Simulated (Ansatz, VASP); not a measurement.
**GaN: VASP beside Ansatz**

```xyz
4
Lattice="2.9672 0.0000 0.0000 -1.4836 2.5697 0.0000 0.0000 0.0000 4.8628" Properties=species:S:1:pos:R:3 pbc="T T T"
Ga    0.0000    0.0000    0.0000
Ga    0.0000    0.0000    2.4314
N     0.0000    1.7131    1.2157
N     1.4836    0.8566    3.6471
```

Change from the starting cell: uniaxial_z strain -3.4%.

Alike in both runs: task single point; functional r2SCAN; k mesh 12 × 12 × 6; no spin polarisation.

|  | VASP | Ansatz |
| --- | --- | --- |
| version | VASP 6.6.1 | Ansatz 0.2.0 |
| potentials or method | VASP PAW PBE potentials, release 64 (Ga_d, N) | plane waves, PAW |
| plane-wave cutoff (eV) | 520 | 500 |
| occupations | gaussian, width 0.01 eV | fixed |
| valence electrons in the cell | 36 | 36 |

|  | VASP | Ansatz | Ansatz less VASP |
| --- | --- | --- | --- |
| gap on the k mesh at the Fermi level (eV) | 2.42 | 2.44 | +0.027 |
| pressure (GPa) | 11.3 | 9.9 | -1.42 |
| traceless stress, the component that is largest in VASP (GPa) | 14.95 | 14.87 | -0.083 |

VASP's potentials were made for PBE, not for r2SCAN.
